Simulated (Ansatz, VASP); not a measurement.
# RbAgBr2 in VASP and in Ansatz

INCAR

```
ALGO = Normal ; EDIFF = 1E-6
ENCUT = 520 ; GGA = PE
ISIF = 2 ; ISMEAR = -1
LASPH = T ; LCHARG = F
LREAL = F ; LWAVE = F
NBANDS = 25 ; NELM = 100
PREC = Accurate ; SIGMA = 0.05
```

File KPOINTS:

```
k-points
0
Gamma
  4 4 4
```

Contents of POSCAR:

```
RbAgBr2
1.0
    4.5179929797      0.0000000000      0.0000000000
    0.0000000000      4.5179929797      0.0000000000
    0.0000000000      0.0000000000      6.3563246931
Rb Br Ag
1 2 1
Direct
    0.0000000000      0.0000000000      0.0000000000
    0.0000000000      0.0000000000      0.5000000000
    0.5000000000      0.5000000000      0.0000000000
    0.5000000000      0.5000000000      0.5000000000
```

Input for Ansatz:

```yaml
crystal:
  lattice:
    - [4.5179929797, 0.0, 0.0]
    - [0.0, 4.5179929797, 0.0]
    - [0.0, 0.0, 6.3563246931]
  atoms:
    - { symbol: Rb, position: [0.0, 0.0, 0.0] }
    - { symbol: Br, position: [0.0, 0.0, 0.5] }
    - { symbol: Ag, position: [0.5, 0.5, 0.5] }
    - { symbol: Br, position: [0.5, 0.5, 0.0] }
kpoints:
  mp_grid: { grid: [4, 4, 4] }
hamiltonian:
  xc: pbe
scf:
  occupations: { method: fermi_dirac, width: 0.05 }
  n_extra_bands: 5
output:
  forces: true
  stress: true
  eigenvalues: true
```

Alike in both runs: task single point; functional PBE; k mesh 4 × 4 × 4; occupations fermi-dirac, width 0.05 eV; no spin polarisation.

|  | VASP | Ansatz |
| --- | --- | --- |
| version | VASP 6.6.1 | Ansatz 0.2.0 |
| potentials or method | VASP PAW PBE potentials, release 64 (Rb_sv, Br, Ag) | plane waves |
| plane-wave cutoff (eV) | 520 | 420 |
| valence electrons in the cell | 34 | 42 |

```csv
,VASP,Ansatz,Ansatz less VASP
pressure (GPa),0.9,0.8,-0.03
```

The functional is the same, so the differences come from potentials, cutoffs and numerics. VASP's potentials hold 34 valence electrons a cell and Ansatz's 42, so a difference there can come from the potentials and not from the codes.
